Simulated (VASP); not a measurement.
# SbMo (WC type) (P-6m2) in VASP: single point with PBEsol

Aim: the single point of SbMo (WC type) with PBEsol.

Program: VASP 6.6.1. These are calculated values, not measurements. Logs are shortened: lines on timing, memory, paths and dates and some standing lists are left out, and cuts for length are marked.

## (1) The cell of the first run

The structure is hexagonal, space group P-6m2 (No. 187). The conventional cell has a = 2.881 Å, b = 2.881 Å, c = 3.839 Å, α = 90.00°, β = 90.00°, γ = 120.00°. Within 3.4 Å of Mo (site symmetry -6m2) lie 6 Sb at 2.54 Å and 6 Mo at 2.88 Å. Sb (site symmetry -6m2) has 6 Mo at 2.54 Å and 6 Sb at 2.88 Å within 3.4 Å.

## (2) Single point, PBEsol

INCAR

```
SYSTEM = SbMo
ALGO     = Normal         ! electronic algorithm
EDIFF    = 1E-6           ! SCF threshold, eV
ENCUT    = 500            ! plane-wave cutoff, eV
GGA      = PS             ! functional
GGA_COMPAT= .False.      
ISIF     = 2              ! what is computed and relaxed
ISMEAR   = -1             ! smearing method
LASPH    = .True.         ! aspherical terms in the spheres
LCHARG   = .False.        ! write CHGCAR
LREAL    = .False.        ! projectors in reciprocal space
LWAVE    = .False.        ! write WAVECAR
NBANDS   = 22             ! bands
NELM     = 120            ! most SCF steps
PREC     = Accurate       ! precision mode
SIGMA    = 0.08           ! smearing width, eV
```

KPOINTS

```
k-points
0
Gamma
  13 13 12
  0 0 0
```

POSCAR

```
SbMo
1.0
    2.8809725704      0.0000000000      0.0000000000
   -1.4404862852      2.4949954336      0.0000000000
    0.0000000000      0.0000000000      3.8392494710
Mo Sb
1 1
Direct
    0.0000000000      0.0000000000      0.0000000000
    0.3333333333      0.6666666667      0.5000000000
```

Potentials or basis: VASP PAW PBE potentials, release 64 (Mo_sv, Sb_d_GW).

Launch:

```bash
> cat potpaw_PBE.64/Mo_sv/POTCAR potpaw_PBE.64/Sb_d_GW/POTCAR > POTCAR
> mpirun -np 1 vasp_std > vasp.out
```

OUTCAR:

```text
SYSTEM = SbMo
   EDIFF = 1E-6
   ENCUT = 500
   GGA = PS
   ISIF = 2
   ISMEAR = -1
   LASPH = .True.
   LREAL = .False.
   NELM = 120
   PREC = Accurate

 ion  position               nearest neighbor table
   1  0.000  0.000  0.000-   2 2.54   2 2.54   2 2.54   2 2.54   2 2.54   2 2.54
   2  0.333  0.667  0.500-   1 2.54   1 2.54   1 2.54   1 2.54   1 2.54   1 2.54

  LATTYP: Found a hexagonal cell.
 ALAT       =     2.8809725704
 C/A-ratio  =     1.3326227089

  Lattice vectors:

 A1 = (   2.8809725704,   0.0000000000,   0.0000000000)
 A2 = (  -1.4404862852,   2.4949954336,   0.0000000000)
 A3 = (   0.0000000000,   0.0000000000,   3.8392494710)

Analysis of symmetry for initial positions (statically):
=====================================================================
 Subroutine PRICEL returns:
 Original cell was already a primitive cell.

 Routine SETGRP: Setting up the symmetry group for a
 hexagonal supercell.

 Subroutine GETGRP returns: Found 12 space group operations
 (whereof 12 operations were pure point group operations)
 out of a pool of 24 trial point group operations.

The static configuration has the point symmetry D_3h.

Analysis of symmetry for dynamics (positions and initial velocities):
=====================================================================
 Subroutine PRICEL returns:
 Original cell was already a primitive cell.

 Routine SETGRP: Setting up the symmetry group for a
 hexagonal supercell.

 Subroutine GETGRP returns: Found 12 space group operations
 (whereof 12 operations were pure point group operations)
 out of a pool of 24 trial point group operations.

The dynamic configuration has the point symmetry D_3h.

 Subroutine INISYM returns: Found 12 space group operations
 (whereof 12 operations are pure point group operations),
 and found     1 'primitive' translations

----------------------------------------------------------------------------------------

                                     Primitive cell

  volume of cell :      27.5966

  direct lattice vectors                    reciprocal lattice vectors
     2.880972570  0.000000000  0.000000000     0.347105006  0.200401168  0.000000000
    -1.440486285  2.494995434  0.000000000     0.000000000  0.400802337  0.000000000
     0.000000000  0.000000000  3.839249471     0.000000000  0.000000000  0.260467575

  length of vectors
     2.880972570  2.880972570  3.839249471     0.400802337  0.400802337  0.260467575

[... 77 lines left out ...]
   LASPH  =      T    aspherical Exc in radial PAW
   ENCUT  =  500.0 eV  36.75 Ry    6.06 a.u.   5.25  5.25  7.00*2*pi/ulx,y,z
   NELM   =    120;   NELMIN=  2; NELMDL= -5     # of ELM steps
   EDIFF  = 0.1E-05   stopping-criterion for ELM
   LREAL  =      F    real-space projection
   EDIFFG = 0.1E-04   stopping-criterion for IOM
   NSW    =      0    number of steps for IOM
   IBRION =     -1    ionic relax: 0-MD 1-quasi-New 2-CG
   NFREE  =      0    steps in history (QN), initial steepest desc. (CG)
   ISIF   =      2    stress and relaxation
   ISYM   =      2    0-nonsym 1-usesym 2-fastsym
   POTIM  = 0.5000    time-step for ionic-motion
   TEBEG  =    0.0;   TEEND  =   0.0 temperature during run
   PSTRESS=    0.0 pullay stress
   NELECT =      29.0000    total number of electrons
   NUPDOWN=      -1.0000    fix difference up-down
   EMIN   =  10.00;   EMAX   =-10.00  energy-range for DOS
   EFERMI =   0.00;   METHOD = LEGACY
   ISMEAR =    -1;   SIGMA  =   0.08  broadening in eV -4-tet -1-fermi 0-gaus
   EFERMI_NEDOS =   21; number of points for ismear=-14 and -15
   IALGO  =     38    algorithm
   IMIX   =      4    mixing-type and parameters
     AMIX     =   0.40;   BMIX     =  1.00
     AMIX_MAG =   1.60;   BMIX_MAG =  1.00
  volume/ion in A,a.u.               =      13.80        93.12
  Fermi-wavevector in a.u.,A,eV,Ry     =   1.664393  3.145246 37.690893  2.770203
  Thomas-Fermi vector in A             =   2.750944
   LORBIT       =      0    0 simple, 1 ext, 2 COOP (PROOUT), +10 PAW based schemes
   GGA     = PS    functional components
   LHFCALC =     F    Hartree Fock is set to
   AEXX    =    0.0000 exact exchange contribution
   IVDW    =     0    specifies the selected vdW correction
   LEPSILON=     F    determine dielectric tensor
   LRPA    =     F    only Hartree local field effects (RPA)
 non-spin polarized calculation
  energy-cutoff  :      500.00
  volume of cell :       27.60
 maximum number of plane-waves:       712
 NGX is ok and might be reduce to    24
   NGX = 11   NGY = 11   NGZ = 13

 number of electron      28.9999991 magnetization

 Free energy of the ion-electron system (eV)
  ---------------------------------------------------
  ext. energy  EPLUGINS =         0.00000000
  ---------------------------------------------------
  free energy    TOTEN  =       -13.71806185 eV

  energy without entropy =      -13.68895119  energy(sigma->0) =      -13.70350652

 E-fermi :  15.0528     XC(G=0): -14.2566

 val. band max:       15.0375141416   @ k =   0.3846  -0.0000   0.3333
 cond. band min:      15.0758105602   @ k =   0.3077  -0.0000   0.0000
 fundamental gap:      0.0382964186
 Fermi energy:        15.0527689988

 k-point     1 :       0.0000    0.0000    0.0000
  band No.  band energies     occupation
      1     -45.5272      2.00000
      2     -20.0384      2.00000
      3     -19.3166      2.00000
      4     -19.3166      2.00000
      5     -14.9244      2.00000
      6     -14.9244      2.00000
[... 589 lines left out ...]
     21      27.3236      0.00000
     22      29.0126      0.00000

 [... further k-points ...]

------------------------ aborting loop because EDIFF is reached ----------------------------------------

  FORCE on cell =-STRESS in cart. coord.  units (eV):
  Direction    XX          YY          ZZ          XY          YZ          ZX
  --------------------------------------------------------------------------------------
  -------------------------------------------------------------------------------------
  Total       16.1621302     16.1621302     16.2215903      0.0000000      0.0000000      0.0000000
  in kB      938.3264793    938.3264793    941.7785574      0.0000000      0.0000000      0.0000000
  external PRESSURE =     939.4771720 kB  Pullay stress =       0.0000000 kB

 VOLUME and BASIS-vectors are now :
 -----------------------------------------------------------------------------
  energy-cutoff  :      500.00
  volume of cell :       27.60
      direct lattice vectors                 reciprocal lattice vectors
     2.880972570  0.000000000  0.000000000     0.347105006  0.200401168  0.000000000
    -1.440486285  2.494995434  0.000000000     0.000000000  0.400802337  0.000000000
     0.000000000  0.000000000  3.839249471     0.000000000  0.000000000  0.260467575

 POSITION                                       TOTAL-FORCE (eV/Angst)
 -----------------------------------------------------------------------------------
      0.00000      0.00000      0.00000        -0.000000      0.000000      0.000000
     -0.00000      1.66333      1.91962         0.000000      0.000000      0.000000
 -----------------------------------------------------------------------------------
    total drift:                                0.000000     -0.000000     -0.000000

  FREE ENERGIE OF THE ION-ELECTRON SYSTEM (eV)
  ---------------------------------------------------
  free  energy   TOTEN  =       -13.7180618456 eV

  energy  without entropy=      -13.6889511884  energy(sigma->0) =      -13.70350652
```

OSZICAR:

```text
N       E                     dE             d eps       ncg     rms          rms(c)
DAV:   1     0.215748223835E+03    0.21575E+03   -0.10928E+04  9140   0.108E+04
DAV:   2     0.588912778654E+00   -0.21516E+03   -0.20643E+03 10382   0.134E+03
DAV:   3    -0.138012035879E+02   -0.14390E+02   -0.14269E+02 10212   0.193E+02
DAV:   4    -0.141504439228E+02   -0.34924E+00   -0.34914E+00  9002   0.176E+01
DAV:   5    -0.141556364238E+02   -0.51925E-02   -0.51922E-02  8164   0.173E+00    0.294E+01
DAV:   6    -0.138242893198E+02    0.33135E+00   -0.39687E-01 10278   0.183E+01    0.141E+01
DAV:   7    -0.137246681912E+02    0.99621E-01   -0.16165E-01 10368   0.261E+01    0.312E+00
DAV:   8    -0.137190805654E+02    0.55876E-02   -0.23187E-02 10408   0.436E+00    0.861E-01
DAV:   9    -0.137181833381E+02    0.89723E-03   -0.39392E-03 10430   0.263E+00    0.215E-01
DAV:  10    -0.137180619224E+02    0.12142E-03   -0.24714E-04  8900   0.102E+00    0.677E-02
DAV:  11    -0.137180618456E+02    0.76727E-07   -0.94522E-06 10206   0.164E-01
   1 F= -.13718062E+02 E0= -.13703507E+02  d E =-.291107E-01
```

It took 32 s on 1 thread of Intel Xeon 6975P-C (Granite Rapids), shared host; peak memory 0.23 GiB.

Results:

```yaml
Free_energy: -13.7181 eV
Pressure: 93.9 GPa
Band_gap_on_the_k_mesh: zero (an odd number of electrons rules out a gap without spin polarisation)
```

Caveat: the cell stands under pressure; the PAW data sets were made with another functional, which shifts forces and pressure a little; spin-orbit coupling is left out, which moves the levels of the heavy elements.

The gap in the log of VASP goes by the Fermi energy; the results here count the filled bands.